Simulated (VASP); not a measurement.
# WO5H4 in VASP: single point with PBE

Aim: the single point of WO5H4 with PBE.

All numbers are computed with VASP 6.6.1; they aren't measurements. Logs are shortened: lines on timing, memory, paths and dates and some standing lists are left out, and cuts for length are marked.

## Step 1: The cell of the first run

The cell holds a molecule in a box, 10 atoms: a = 14.020 Å, b = 14.020 Å, c = 11.270 Å, α = 90.00°, β = 90.00°, γ = 90.00°.

## Step 2: Single point, PBE

INCAR reads:

```
SYSTEM = H4WO5
PREC = Accurate
ENCUT = 1000
EDIFF = 1E-6
ISMEAR = 0
SIGMA = 0.01
LREAL = .False.
LASPH = .True.
NELM = 120
ALGO = Normal
ISIF = 2
LWAVE = .False.
LCHARG = .False.
GGA = PE
NBANDS = 35
GGA_COMPAT = .False.
NELMDL = -8
```

KPOINTS reads:

```
regular mesh
0
Gamma
  1 1 1
  0 0 0
```

POSCAR reads:

```
H4WO5
1.0
   14.0200000000      0.0000000000      0.0000000000
    0.0000000000     14.0200000000      0.0000000000
    0.0000000000      0.0000000000     11.2700000000
W O H
1 5 4
Direct
    0.4999622000      0.4999622000      0.4482795000
    0.4999622000      0.4999622000      0.6008917500
    0.6305991400      0.5187097000      0.3992901500
    0.4812146900      0.6305991400      0.3992901500
    0.3693252500      0.4812146900      0.3992901500
    0.5187097000      0.3693252500      0.3992901500
    0.6789543500      0.4718266800      0.4217258200
    0.5280977200      0.6789543500      0.4217258200
    0.3209700400      0.5280977200      0.4217258200
    0.4718266800      0.3209700400      0.4217258200
```

Potentials or basis: VASP PAW PBE potentials, release 64 (W_sv, O_h, H_h).

Run with:

```console
$ cat potpaw_PBE.64/W_sv/POTCAR potpaw_PBE.64/O_h/POTCAR potpaw_PBE.64/H_h/POTCAR > POTCAR
$ mpirun -np 1 vasp_gam > vasp.out
```

OUTCAR:

```text
SYSTEM = H4WO5
   PREC = Accurate
   ENCUT = 1000
   EDIFF = 1E-6
   ISMEAR = 0
   LREAL = .False.
   LASPH = .True.
   NELM = 120
   ISIF = 2
   GGA = PE
   NELMDL = -8

 ion  position               nearest neighbor table
   1  0.500  0.500  0.448-   2 1.72   3 1.93   4 1.93   6 1.93   5 1.93
   2  0.500  0.500  0.601-   1 1.72
   3  0.631  0.519  0.399-   7 0.98   1 1.93
   4  0.481  0.631  0.399-   8 0.98   1 1.93
   5  0.369  0.481  0.399-   9 0.98   1 1.93
   6  0.519  0.369  0.399-  10 0.98   1 1.93
   7  0.679  0.472  0.422-   3 0.98
   8  0.528  0.679  0.422-   4 0.98
   9  0.321  0.528  0.422-   5 0.98
  10  0.472  0.321  0.422-   6 0.98

  LATTYP: Found a simple tetragonal cell.
 ALAT       =    14.0200000000
 C/A-ratio  =     0.8038516405

  Lattice vectors:

 A1 = (  14.0200000000,   0.0000000000,   0.0000000000)
 A2 = (   0.0000000000,  14.0200000000,   0.0000000000)
 A3 = (   0.0000000000,   0.0000000000,  11.2700000000)

Analysis of symmetry for initial positions (statically):
=====================================================================
 Subroutine PRICEL returns:
 Original cell was already a primitive cell.

 Routine SETGRP: Setting up the symmetry group for a
 simple tetragonal supercell.

 Subroutine GETGRP returns: Found  4 space group operations
 (whereof  1 operations were pure point group operations)
 out of a pool of 16 trial point group operations.

The static configuration has the point symmetry C_1 .
 The point group associated with its full space group is C_1 .

Analysis of symmetry for dynamics (positions and initial velocities):
=====================================================================
 Subroutine PRICEL returns:
 Original cell was already a primitive cell.

 Routine SETGRP: Setting up the symmetry group for a
 simple tetragonal supercell.

 Subroutine GETGRP returns: Found  4 space group operations
 (whereof  1 operations were pure point group operations)
 out of a pool of 16 trial point group operations.

The dynamic configuration has the point symmetry C_1 .
 The point group associated with its full space group is C_1 .

 Subroutine INISYM returns: Found  4 space group operations
 (whereof  1 operations are pure point group operations),
 and found     1 'primitive' translations

----------------------------------------------------------------------------------------

                                     Primitive cell

  volume of cell :    2215.2357

  direct lattice vectors                    reciprocal lattice vectors
    14.020000000  0.000000000  0.000000000     0.071326676  0.000000000  0.000000000
     0.000000000 14.020000000  0.000000000     0.000000000  0.071326676  0.000000000
     0.000000000  0.000000000 11.270000000     0.000000000  0.000000000  0.088731145

  length of vectors
    14.020000000 14.020000000 11.270000000     0.071326676  0.071326676  0.088731145

  position of ions in fractional coordinates (direct lattice)
     0.499962200  0.499962200  0.448279500
     0.499962200  0.499962200  0.600891750
     0.630599140  0.518709700  0.399290150
     0.481214690  0.630599140  0.399290150
     0.369325250  0.481214690  0.399290150
     0.518709700  0.369325250  0.399290150
     0.678954350  0.471826680  0.421725820
     0.528097720  0.678954350  0.421725820
     0.320970040  0.528097720  0.421725820
     0.471826680  0.320970040  0.421725820

  ion indices of the primitive-cell ions
   primitive index   ion index
                 1           1
                 2           2
                 3           3
                 4           4
                 5           5
                 6           6
                 7           7
                 8           8
                 9           9
                10          10

----------------------------------------------------------------------------------------

 KPOINTS: regular mesh

Automatic generation of k-mesh.
 Grid dimensions read from file:
 generate k-points for:    1    1    1

 Generating k-lattice:

  Cartesian coordinates                     Fractional coordinates (reciprocal lattice)
     0.071326676  0.000000000  0.000000000     1.000000000  0.000000000  0.000000000
     0.000000000  0.071326676  0.000000000     0.000000000  1.000000000  0.000000000
     0.000000000  0.000000000  0.088731145     0.000000000  0.000000000  1.000000000

  Length of vectors
     0.071326676  0.071326676  0.088731145

  Shift w.r.t. Gamma in fractional coordinates (k-lattice)
     0.000000000  0.000000000  0.000000000

 Subroutine IBZKPT returns following result:
 ===========================================

 Found      1 irreducible k-points:

 Following reciprocal coordinates:
            Coordinates               Weight
  0.000000  0.000000  0.000000      1.000000
   k-points           NKPTS =      1   k-points in BZ     NKDIM =      1   number of bands    NBANDS=     35
   number of dos      NEDOS =    301   number of ions     NIONS =     10
   total plane-waves  NPLWV = ******
   dimension x,y,z NGX =   150 NGY =  150 NGZ =  120
   dimension x,y,z NGXF=   300 NGYF=  300 NGZF=  240
   ions per type =               1   5   4
   NGX,Y,Z   is equivalent  to a cutoff of  17.79, 17.79, 17.70 a.u.
   NGXF,Y,Z  is equivalent  to a cutoff of  35.57, 35.57, 35.40 a.u.
 SYSTEM =  H4WO5
   PREC   = accura    normal or accurate (medium, high low for compatibility)
   ISTART =      0    job   : 0-new  1-cont  2-samecut
   ICHARG =      2    charge: 1-file 2-atom 10-const
   ISPIN  =      1    spin polarized calculation?
   LNONCOLLINEAR =      F non collinear calculations
   LSORBIT =      F    spin-orbit coupling
   LASPH  =      T    aspherical Exc in radial PAW
   ENCUT  = 1000.0 eV  73.50 Ry    8.57 a.u.  36.15 36.15 29.06*2*pi/ulx,y,z
   NELM   =    120;   NELMIN=  2; NELMDL= -8     # of ELM steps
   EDIFF  = 0.1E-05   stopping-criterion for ELM
   LREAL  =      F    real-space projection
   EDIFFG = 0.1E-04   stopping-criterion for IOM
   NSW    =      0    number of steps for IOM
   IBRION =     -1    ionic relax: 0-MD 1-quasi-New 2-CG
   NFREE  =      0    steps in history (QN), initial steepest desc. (CG)
   ISIF   =      2    stress and relaxation
   ISYM   =      2    0-nonsym 1-usesym 2-fastsym
   POTIM  = 0.5000    time-step for ionic-motion
   TEBEG  =    0.0;   TEEND  =   0.0 temperature during run
   PSTRESS=    0.0 pullay stress
   NELECT =      48.0000    total number of electrons
   NUPDOWN=      -1.0000    fix difference up-down
   EMIN   =  10.00;   EMAX   =-10.00  energy-range for DOS
   EFERMI =   0.00;   METHOD = LEGACY
   ISMEAR =     0;   SIGMA  =   0.01  broadening in eV -4-tet -1-fermi 0-gaus
   EFERMI_NEDOS =   21; number of points for ismear=-14 and -15
   IALGO  =     38    algorithm
   IMIX   =      4    mixing-type and parameters
     AMIX     =   0.40;   BMIX     =  1.00
     AMIX_MAG =   1.60;   BMIX_MAG =  1.00
  volume/ion in A,a.u.               =     221.52      1494.91
  Fermi-wavevector in a.u.,A,eV,Ry     =   0.456403  0.862477  2.834145  0.208304
  Thomas-Fermi vector in A             =   1.440550
   LORBIT       =      0    0 simple, 1 ext, 2 COOP (PROOUT), +10 PAW based schemes
   GGA     = PE    functional components
   LHFCALC =     F    Hartree Fock is set to
   AEXX    =    0.0000 exact exchange contribution
   IVDW    =     0    specifies the selected vdW correction
   LEPSILON=     F    determine dielectric tensor
   LRPA    =     F    only Hartree local field effects (RPA)
 non-spin polarized calculation
 Gauss-broadening in eV      SIGMA  =   0.01
  energy-cutoff  :     1000.00
  volume of cell :     2215.24
 maximum number of plane-waves:     79536
 NGX is ok and might be reduce to   150
   NGX = 73   NGY = 73   NGZ = 59

 number of electron      47.9999999 magnetization

 Free energy of the ion-electron system (eV)
  ---------------------------------------------------
  ext. energy  EPLUGINS =         0.00000000
  ---------------------------------------------------
  free energy    TOTEN  =       -64.18200003 eV

  energy without entropy =      -64.18200003  energy(sigma->0) =      -64.18200003

 E-fermi :  -7.2803     XC(G=0):  -0.7856

 val. band max:       -7.3391224541   @ k =   0.0000   0.0000   0.0000
 cond. band min:      -3.6264298468   @ k =   0.0000   0.0000   0.0000
 fundamental gap:      3.7126926074
 Fermi energy:        -7.2803370036

 k-point     1 :       0.0000    0.0000    0.0000
  band No.  band energies     occupation
      1     -80.8222      2.00000
      2     -45.1838      2.00000
      3     -45.0540      2.00000
      4     -45.0540      2.00000
      5     -24.7920      2.00000
      6     -24.4171      2.00000
[... 27 lines left out ...]
     34       0.9783      0.00000
     35       1.0882      0.00000

------------------------ aborting loop because EDIFF is reached ----------------------------------------

  FORCE on cell =-STRESS in cart. coord.  units (eV):
  Direction    XX          YY          ZZ          XY          YZ          ZX
  --------------------------------------------------------------------------------------
  -------------------------------------------------------------------------------------
  Total       -0.9600122     -0.9600122     -0.4269593     -0.0000004      0.0000000      0.0000000
  in kB       -0.6943323     -0.6943323     -0.3087999     -0.0000003      0.0000000      0.0000000
  external PRESSURE =      -0.5658215 kB  Pullay stress =       0.0000000 kB

 VOLUME and BASIS-vectors are now :
 -----------------------------------------------------------------------------
  energy-cutoff  :     1000.00
  volume of cell :     2215.24
      direct lattice vectors                 reciprocal lattice vectors
    14.020000000  0.000000000  0.000000000     0.071326676  0.000000000  0.000000000
     0.000000000 14.020000000  0.000000000     0.000000000  0.071326676  0.000000000
     0.000000000  0.000000000 11.270000000     0.000000000  0.000000000  0.088731145

 POSITION                                       TOTAL-FORCE (eV/Angst)
 -----------------------------------------------------------------------------------
      7.00947      7.00947      5.05211         0.000000     -0.000000      0.191845
      7.00947      7.00947      6.77205         0.000000      0.000000     -0.208113
      8.84100      7.27231      4.50000         0.158930     -0.179141      0.066135
      6.74663      8.84100      4.50000         0.179141      0.158930      0.066135
      5.17794      6.74663      4.50000        -0.158930      0.179141      0.066135
      7.27231      5.17794      4.50000        -0.179141     -0.158930      0.066135
      9.51894      6.61501      4.75285        -0.258707      0.187438     -0.062068
      7.40393      9.51894      4.75285        -0.187438     -0.258707     -0.062068
      4.50000      7.40393      4.75285         0.258707     -0.187438     -0.062068
      6.61501      4.50000      4.75285         0.187438      0.258707     -0.062068
 -----------------------------------------------------------------------------------
    total drift:                                0.000581      0.000605     -0.003496

  FREE ENERGIE OF THE ION-ELECTRON SYSTEM (eV)
  ---------------------------------------------------
  free  energy   TOTEN  =       -64.1820000257 eV

  energy  without entropy=      -64.1820000257  energy(sigma->0) =      -64.18200003
```

Run time: 6.3 min. Hardware: 1 thread of AMD EPYC 9R45 (Zen 5), shared host; peak memory 4.1 GiB.

Results:

- Free energy: -64.1820 eV
- Largest force: 0.325 eV/Å
- Gap between the frontier levels: 3.71 eV

Forces in eV/Å, atoms in the order of the input:
```
W    0.000  0.000  0.192
O    0.000  0.000 -0.208
O    0.159 -0.179  0.066
O    0.179  0.159  0.066
O   -0.159  0.179  0.066
O   -0.179 -0.159  0.066
H   -0.259  0.187 -0.062
H   -0.187 -0.259 -0.062
H    0.259 -0.187 -0.062
H    0.187  0.259 -0.062
```

Caveat: spin-orbit coupling is left out, which moves the levels of the heavy elements.
